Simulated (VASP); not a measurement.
Here is a VASP 6.6.1 calculation.

INCAR

```
PREC = Accurate ; ENCUT = 520
EDIFF = 1E-7 ; ISMEAR = 0
SIGMA = 0.024 ; LREAL = F
LASPH = T ; NELM = 80
ALGO = Normal ; ISIF = 2
LWAVE = F ; LCHARG = F
GGA = PE ; NBANDS = 12
```

Contents of KPOINTS:

```
regular mesh
0
Gamma
  11 11 11
```

File POSCAR:

```
In
1.0
   -1.6254700000      1.6254700000      2.4737000000
    1.6254700000     -1.6254700000      2.4737000000
    1.6254700000      1.6254700000     -2.4737000000
In
1
Direct
    0.0000000000      0.0000000000      0.0000000000
```

Potentials or basis: VASP PAW PBE potentials, release 64 (In_d).

The run is started by

```bash
$ cat potpaw_PBE.64/In_d/POTCAR > POTCAR
$ mpirun -np 1 vasp_std > vasp.out
```

What does it give for the pressure?

2.0 GPa.

Stress tensor (GPa, compression positive):
```
2.18 0.00 0.00
0.00 2.18 0.00
0.00 0.00 1.55
```
